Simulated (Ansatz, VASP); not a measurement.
# SnO in VASP and in Ansatz

INCAR

```
PREC = Accurate ; ENCUT = 520
EDIFF = 1E-7 ; ISMEAR = 0
SIGMA = 0.05 ; LREAL = False
LASPH = True ; NELM = 60
ALGO = Normal ; ISIF = 2
LWAVE = False ; LCHARG = False
GGA = PS ; NBANDS = 28
```

File KPOINTS:

```
regular mesh
0
Gamma
  8 6 8
```

The input POSCAR:

```
SnO
1.0
    3.3156061815      0.0000000000      0.0000000000
    0.0000000000      5.7049851891      0.0000000000
    0.0000000000      0.0000000000      3.8941648049
Sn O
2 2
Direct
    0.0106633108      0.2275920098      0.5261742991
    0.5000000000      0.7662107192      0.0261742991
    0.0000000000      0.8853564082      0.7238267009
    0.5000000000      0.1146435918      0.2238267009
```

Input for Ansatz:

```yaml
crystal:
  lattice:
    - [3.3156061815, 0.0, 0.0]
    - [0.0, 5.7049851891, 0.0]
    - [0.0, 0.0, 3.8941648049]
  atoms:
    - { symbol: Sn, position: [0.0106633108, 0.2275920098, 0.5261742991] }
    - { symbol: Sn, position: [0.5, 0.7662107192, 0.0261742991] }
    - { symbol: O, position: [0.0, 0.8853564082, 0.7238267009] }
    - { symbol: O, position: [0.5, 0.1146435918, 0.2238267009] }
basis:
  ecutwfc: 420
kpoints:
  mp_grid: { grid: [8, 6, 8] }
hamiltonian:
  xc: pbesol
scf:
  occupations: { method: gaussian, width: 0.05 }
output:
  forces: true
  stress: true
  eigenvalues: true
```

Alike in both runs: task single point; functional PBEsol; k mesh 8 × 6 × 8; occupations gaussian, width 0.05 eV; no spin polarisation.

|  | VASP | Ansatz |
| --- | --- | --- |
| version | VASP 6.6.1 | Ansatz 0.2.0 |
| potentials or method | VASP PAW PBE potentials, release 64 (Sn_d, O), cutoff 520 eV | scalar-relativistic, plane waves, PAW |
| valence electrons in the cell | 40 | 40 |

```csv
,VASP,Ansatz,Ansatz less VASP
gap on the k mesh at the Fermi level (eV),1.26,1.27,+0.011
least direct gap on the mesh (eV),1.86,1.88,+0.012
pressure (GPa),1.4,1.2,-0.26
"traceless stress, the component that is largest in VASP (GPa)",0.61,0.55,-0.058
rms of the force components (eV/Å),0.219,0.190,-0.0284
```

VASP's potentials were made for PBE, not for PBEsol. Atom by atom the forces differ by 0.038 eV/Å (rms over components).
